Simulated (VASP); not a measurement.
Crystal: CdS (Hawleyite).

```
CELL_PARAMETERS angstrom
0.00000 2.91650 2.91650
2.91650 0.00000 2.91650
2.91650 2.91650 0.00000
ATOMIC_POSITIONS crystal
Cd 0.00000 0.00000 0.00000
S 0.25000 0.25000 0.25000
```

Base run:

| Property | Result |
| --- | --- |
| Program | VASP 6.6.1 |
| Functional | r2SCAN |
| Potentials or basis | VASP PAW PBE potentials, release 64 (Cd, S) |
| Cutoff | 520 eV |
| k mesh | 8 × 8 × 8 |
| Occupations | gaussian, width 0.01 eV |
| Spin | no spin polarisation |

Its results: band gap on the k mesh 1.59 eV, direct; pressure 1.8 GPa.

**Question.** The run is repeated on the same cell with these changes: k mesh from 8 × 8 × 8 to 2 × 2 × 2. What comes out?

**Answer.** Band gap on the k mesh 1.43 eV, direct; pressure 5.2 GPa.

Caveats: some runs use coarse meshes; the PAW data sets were made with another functional, which shifts forces and pressure a little.

